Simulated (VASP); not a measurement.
Wanted: the native input for a VASP 6.6.1 run.

| Quantity | Value |
| --- | --- |
| Task | single point |
| Functional | PBE |
| Potentials or basis | VASP PAW PBE potentials, release 64 (Cd, Te) |
| Cutoff | 520 eV |
| k mesh | 10 × 10 × 10 |
| Occupations | gaussian, width 0.02 eV |
| Spin | no spin polarisation |
| Dipole correction | no |
| Further INCAR settings | ALGO = Normal; EDIFF = 1e-07; NBANDS = 16 |

The structure of CdTe lies in POSCAR:

```
CdTe
1.0
    0.0000000000      3.0070365850      3.0070365850
    3.0070365850      0.0000000000      3.0070365850
    3.0070365850      3.0070365850      0.0000000000
Cd Te
1 1
Direct
    0.0000000000      0.0000000000      0.0000000000
    0.2500000000      0.2500000000      0.2500000000
```

One way to write it, as run:

INCAR

```
SYSTEM = CdTe
PREC     = Accurate       ! precision mode
ENCUT    = 520            ! plane-wave cutoff, eV
EDIFF    = 1E-7           ! SCF threshold, eV
ISMEAR   = 0              ! smearing method
SIGMA    = 0.02           ! smearing width, eV
LREAL    = .False.        ! projectors in reciprocal space
LASPH    = .True.         ! aspherical terms in the spheres
NELM     = 100            ! most SCF steps
ALGO     = Normal         ! electronic algorithm
ISIF     = 2              ! what is computed and relaxed
LWAVE    = .False.        ! write WAVECAR
LCHARG   = .True.         ! write CHGCAR
GGA      = PE             ! functional
LELF     = .True.         ! ELF
LVHAR    = .True.       
NBANDS   = 16             ! bands
```

KPOINTS

```
Automatic mesh
0
Gamma
  10 10 10
  0 0 0
```

Potentials or basis: VASP PAW PBE potentials, release 64 (Cd, Te).

Command:

```bash
$ cat potpaw_PBE.64/Cd/POTCAR potpaw_PBE.64/Te/POTCAR > POTCAR
$ mpirun -np 1 vasp_std > vasp.out
```

It gave:

```yaml
Pressure: 20.3 GPa
Band_gap_on_the_k_mesh: 1.48 eV, direct
```

Caveat: spin-orbit coupling is left out, which moves the levels of the heavy elements.

Run time: 14 s on 1 thread of Intel(R) Xeon(R) 6975P-C (Granite Rapids) (shared host), peak memory 0.2 GiB.
